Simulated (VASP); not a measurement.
# ZnS (P6_3/mmc) in VASP: further runs

ZnS is run at these levels: PBE, PBEsol; tasks: dielectric tensor, vibrations by perturbation theory.

All numbers are computed with VASP 6.6.1; they aren't measurements. Logs are shortened: lines on timing, memory, paths and dates and some standing lists are left out, and cuts for length are marked.

## (1) The cell of the first run

It takes space group P6_3/mmc (No. 194, hexagonal). Conventional cell: a = 3.946 Å, b = 3.946 Å, c = 5.880 Å, α = 90.00°, β = 90.00°, γ = 120.00°. Zn (site symmetry -6m2) has 5 S at 2.28 to 2.94 Å within 3.0 Å. Within 3.0 Å of S (site symmetry -6m2) lie 5 Zn at 2.28 to 2.94 Å.

## (2) Dielectric tensor, PBE

INCAR reads:

```
ALGO     = Normal         # electronic algorithm
EDIFF    = 1E-8           # SCF threshold, eV
ENCUT    = 520            # plane-wave cutoff, eV
GGA      = PE             # functional
ISIF     = 2              # what is computed and relaxed
ISMEAR   = 0              # smearing method
LASPH    = True           # aspherical terms in the spheres
LCHARG   = False          # write CHGCAR
LEPSILON = True           # dielectric tensor by DFPT
LREAL    = False          # projectors in reciprocal space
LWAVE    = False          # write WAVECAR
NELM     = 80             # most SCF steps
PREC     = Accurate       # precision mode
SIGMA    = 0.01           # smearing width, eV
```

KPOINTS reads:

```
k-points
0
Gamma
  6 6 4
```

POSCAR reads:

```
ZnS
1.0
    3.9463727994      0.0000000000      0.0000000000
   -1.9731863997      3.4176590971      0.0000000000
    0.0000000000      0.0000000000      5.8800537344
Zn S
2 2
Direct
    0.3333333333      0.6666666667      0.2500000000
    0.6666666667      0.3333333333      0.7500000000
    0.6666666667      0.3333333333      0.2500000000
    0.3333333333      0.6666666667      0.7500000000
```

Potentials or basis: VASP PAW PBE potentials, release 64 (Zn, S).

The run is started by

```bash
$ cat potpaw_PBE.64/Zn/POTCAR potpaw_PBE.64/S/POTCAR > POTCAR
$ mpirun -np 1 vasp_std > vasp.out
```

OUTCAR:

```text
EDIFF = 1E-8
   ENCUT = 520
   GGA = PE
   ISIF = 2
   ISMEAR = 0
   LASPH = True
   LEPSILON = True
   LREAL = False
   NELM = 80
   PREC = Accurate

 ion  position               nearest neighbor table
   1  0.333  0.667  0.250-   3 2.28   3 2.28   3 2.28
   2  0.667  0.333  0.750-   4 2.28   4 2.28   4 2.28
   3  0.667  0.333  0.250-   1 2.28   1 2.28   1 2.28
   4  0.333  0.667  0.750-   2 2.28   2 2.28   2 2.28

  LATTYP: Found a hexagonal cell.
 ALAT       =     3.9463727994
 C/A-ratio  =     1.4899894240

  Lattice vectors:

 A1 = (   3.9463727994,   0.0000000000,   0.0000000000)
 A2 = (  -1.9731863997,   3.4176590971,   0.0000000000)
 A3 = (   0.0000000000,   0.0000000000,   5.8800537344)

Analysis of symmetry for initial positions (statically):
=====================================================================
 Subroutine PRICEL returns:
 Original cell was already a primitive cell.

 Routine SETGRP: Setting up the symmetry group for a
 hexagonal supercell.

 Subroutine GETGRP returns: Found 24 space group operations
 (whereof 12 operations were pure point group operations)
 out of a pool of 24 trial point group operations.

The static configuration has the point symmetry D_3d.
 The point group associated with its full space group is D_6h.

Analysis of symmetry for dynamics (positions and initial velocities):
=====================================================================
 Subroutine PRICEL returns:
 Original cell was already a primitive cell.

 Routine SETGRP: Setting up the symmetry group for a
 hexagonal supercell.

 Subroutine GETGRP returns: Found 24 space group operations
 (whereof 12 operations were pure point group operations)
 out of a pool of 24 trial point group operations.

The dynamic configuration has the point symmetry D_3d.
 The point group associated with its full space group is D_6h.

 Subroutine INISYM returns: Found 24 space group operations
 (whereof 12 operations are pure point group operations),
 and found     1 'primitive' translations

----------------------------------------------------------------------------------------

                                     Primitive cell

  volume of cell :      79.3064

  direct lattice vectors                    reciprocal lattice vectors
     3.946372799  0.000000000  0.000000000     0.253397246  0.146298968  0.000000000
    -1.973186400  3.417659097  0.000000000     0.000000000  0.292597937  0.000000000
     0.000000000  0.000000000  5.880053734     0.000000000  0.000000000  0.170066473

  length of vectors
     3.946372799  3.946372799  5.880053734     0.292597937  0.292597937  0.170066473

  position of ions in fractional coordinates (direct lattice)
     0.333333333  0.666666667  0.250000000
     0.666666667  0.333333333  0.750000000
     0.666666667  0.333333333  0.250000000
     0.333333333  0.666666667  0.750000000

  ion indices of the primitive-cell ions
   primitive index   ion index
                 1           1
                 2           2
                 3           3
                 4           4

----------------------------------------------------------------------------------------

 KPOINTS: k-points

Automatic generation of k-mesh.
 Grid dimensions read from file:
 generate k-points for:    6    6    4

 Generating k-lattice:

  Cartesian coordinates                     Fractional coordinates (reciprocal lattice)
     0.042232874  0.024383161  0.000000000     0.166666667  0.000000000  0.000000000
[... 79 lines left out ...]
   LORBIT       =      0    0 simple, 1 ext, 2 COOP (PROOUT), +10 PAW based schemes
   GGA     = PE    functional components
   LHFCALC =     F    Hartree Fock is set to
   AEXX    =    0.0000 exact exchange contribution
   IVDW    =     0    specifies the selected vdW correction
   LEPSILON=     T    determine dielectric tensor
   LRPA    =     F    only Hartree local field effects (RPA)
 non-spin polarized calculation
 Gauss-broadening in eV      SIGMA  =   0.01
  energy-cutoff  :      520.00
  volume of cell :       79.31
 maximum number of plane-waves:      2175
 NGX is ok and might be reduce to    30
   NGX = 15   NGY = 15   NGZ = 21

--------------------------------------- Ionic step        1  -------------------------------------------

 number of electron      35.9999956 magnetization

 E-fermi :   2.2812     XC(G=0):  -9.6147

 val. band max:        2.2305779694   @ k =   0.0000   0.0000   0.0000
 cond. band min:       3.6723847169   @ k =   0.0000   0.0000   0.0000
 fundamental gap:      1.4418067476
 Fermi energy:         2.2811593004

 k-point     1 :       0.0000    0.0000    0.0000
  band No.  band energies     occupation
      1     -11.0266      2.00000
      2     -10.0070      2.00000
      3      -4.5040      2.00000
      4      -4.5040      2.00000
      5      -4.4733      2.00000
      6      -4.4733      2.00000
[... 514 lines left out ...]
     21       8.5727      0.00000
     22       8.5727      0.00000

  FORCE on cell =-STRESS in cart. coord.  units (eV):
  Direction    XX          YY          ZZ          XY          YZ          ZX
  --------------------------------------------------------------------------------------
  -------------------------------------------------------------------------------------
  Total        1.3332939      1.3332939      0.6584131      0.0000000      0.0000000      0.0000000
  in kB       26.9357032     26.9357032     13.3015096      0.0000000      0.0000000      0.0000000
  external PRESSURE =      22.3909720 kB  Pullay stress =       0.0000000 kB

 VOLUME and BASIS-vectors are now :
 -----------------------------------------------------------------------------
  energy-cutoff  :      520.00
  volume of cell :       79.31
      direct lattice vectors                 reciprocal lattice vectors
     3.946372799  0.000000000  0.000000000     0.253397246  0.146298968  0.000000000
    -1.973186400  3.417659097  0.000000000     0.000000000  0.292597937  0.000000000
     0.000000000  0.000000000  5.880053734     0.000000000  0.000000000  0.170066473

 POSITION                                       TOTAL-FORCE (eV/Angst)
 -----------------------------------------------------------------------------------
     -0.00000      2.27844      1.47001         0.000000      0.000000      0.000000
      1.97319      1.13922      4.41004        -0.000000     -0.000000      0.000000
      1.97319      1.13922      1.47001         0.000000      0.000000      0.000000
     -0.00000      2.27844      4.41004         0.000000     -0.000000      0.000000
 -----------------------------------------------------------------------------------
    total drift:                                0.000000     -0.000000      0.000000

  FREE ENERGIE OF THE ION-ELECTRON SYSTEM (eV)
  ---------------------------------------------------
  free  energy   TOTEN  =       -13.0114919819 eV

  energy  without entropy=      -13.0114919819  energy(sigma->0) =      -13.01149198

 HEAD OF MICROSCOPIC STATIC DIELECTRIC TENSOR (INDEPENDENT PARTICLE, excluding Hartree and local field effects)
 ------------------------------------------------------
           7.180029     0.000000     0.000000
           0.000000     7.180029     0.000000
           0.000000     0.000000     6.649012
 ------------------------------------------------------

 Free energy of the ion-electron system (eV)
  ---------------------------------------------------
  ---------------------------------------------------
  free energy    TOTEN  =        -1.34336734 eV

  energy without entropy =       -1.34336734

------------------------ aborting loop because EDIFF is reached ----------------------------------------

--------------------------------------- Ionic step        2  -------------------------------------------

------------------------ aborting loop because EDIFF is reached ----------------------------------------

--------------------------------------- Ionic step        3  -------------------------------------------

 Free energy of the ion-electron system (eV)
  ---------------------------------------------------
  ---------------------------------------------------
  free energy    TOTEN  =        -1.27309258 eV

  energy without entropy =       -1.27309258

------------------------ aborting loop because EDIFF is reached ----------------------------------------

 PIEZOELECTRIC TENSOR FIELD DIRECTION 3  (e Angst)
 -----------------------------------------------------------------------------
     0.00085  0.00000  0.00000           (  0.00003  0.00000  0.00000)
     0.00000  0.00085  0.00000           (  0.00000  0.00003  0.00000)
     0.00000  0.00000  0.00479           (  0.00000  0.00000  0.00008)

 PIEZOELECTRIC TENSOR FIELD DIRECTION 3  (C/m^2)
 -----------------------------------------------------------------------------
     0.00017  0.00000  0.00000
     0.00000  0.00017  0.00000
     0.00000  0.00000  0.00097

 MACROSCOPIC STATIC DIELECTRIC TENSOR (including local field effects in DFT)
 ------------------------------------------------------
           6.721881     0.000000    -0.000000
           0.000000     6.721881     0.000000
           0.000000    -0.000000     6.347119
 ------------------------------------------------------

 PIEZOELECTRIC TENSOR (including local field effects)  for field in x, y, z        (e  Angst)
          XX          YY          ZZ          XY          YZ          ZX
  --------------------------------------------------------------------------------
  x     0.00000     0.00000     0.00000     0.00000     0.00000     0.00000
  y     0.00000     0.00000     0.00000     0.00000     0.00000     0.00000
  z     0.00000     0.00000     0.00000     0.00000     0.00000     0.00000

 PIEZOELECTRIC TENSOR (including local field effects)  for field in x, y, z        (C/m^2)
          XX          YY          ZZ          XY          YZ          ZX
  --------------------------------------------------------------------------------
  x     0.00000     0.00000     0.00000     0.00000     0.00000     0.00000
  y     0.00000     0.00000     0.00000     0.00000     0.00000     0.00000
  z     0.00000     0.00000     0.00000     0.00000     0.00000     0.00000

 BORN EFFECTIVE CHARGES (including local field effects) (in |e|, cummulative output)
 ---------------------------------------------------------------------------------
 ion    1
    1     2.21563     0.00000     0.00000
    2     0.00000     2.21563     0.00000
    3    -0.00000     0.00000     2.37711
 ion    2
    1     2.21563     0.00000     0.00000
    2     0.00000     2.21563     0.00000
    3     0.00000     0.00000     2.37711
 ion    3
    1    -2.21563     0.00000     0.00000
    2     0.00000    -2.21563     0.00000
    3     0.00000    -0.00000    -2.37711
 ion    4
    1    -2.21563     0.00000     0.00000
    2     0.00000    -2.21563     0.00000
    3     0.00000    -0.00000    -2.37711
```

Run time: 4.4 min. Hardware: 1 thread of Intel Xeon 6975P-C (Granite Rapids), shared host; peak memory 0.33 GiB.

What came out:

```
Band gap on the k mesh                  : 1.44 eV
Electronic dielectric tensor (diagonal) : 6.72, 6.72, 6.35
Born charges (mean of the diagonal)     : Zn +2.27; S -2.27 e
```

Electronic dielectric tensor:
```
6.72 0.00 0.00
0.00 6.72 0.00
0.00 0.00 6.35
```

Born effective charge tensors (e):
atom 1, Zn
```
2.22 0.00 0.00
0.00 2.22 0.00
0.00 0.00 2.38
```
atom 2, Zn
```
2.22 0.00 0.00
0.00 2.22 0.00
0.00 0.00 2.38
```
atom 3, S
```
-2.22  0.00  0.00
 0.00 -2.22  0.00
 0.00  0.00 -2.38
```
atom 4, S
```
-2.22  0.00  0.00
 0.00 -2.22  0.00
 0.00  0.00 -2.38
```

A k mesh can miss the band edges.

[end of part 1 of 2]
